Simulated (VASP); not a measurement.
The system is CaS.

```xyz
2
Lattice="0.0000 2.8479 2.8479 2.8479 0.0000 2.8479 2.8479 2.8479 0.0000" Properties=species:S:1:pos:R:3 pbc="T T T"
Ca    0.0000    0.0000    0.0000
S     2.8479    2.8479    2.8479
```

Base run:

```yaml
Program: VASP 6.6.1
Functional: HSE06
Potentials_or_basis: VASP PAW PBE potentials, release 64 (Ca_sv, S)
Cutoff: 400 eV
k_mesh: 6 × 6 × 6
Occupations: gaussian, width 0.01 eV
Spin: no spin polarisation
```

Its results: band gap on the k mesh 3.40 eV (least direct gap 4.31 eV); pressure 0.3 GPa.

Problem. The run is repeated on the same cell with these changes: functional from HSE06 to PBE; cutoff from 400 eV to 500 eV. What comes out?

Solution. Band gap on the k mesh 2.36 eV (least direct gap 3.16 eV); pressure 0.6 GPa.

Caveats: the PAW data sets were made with another functional, which shifts forces and pressure a little (at least some runs).

A k mesh can miss the band edges.
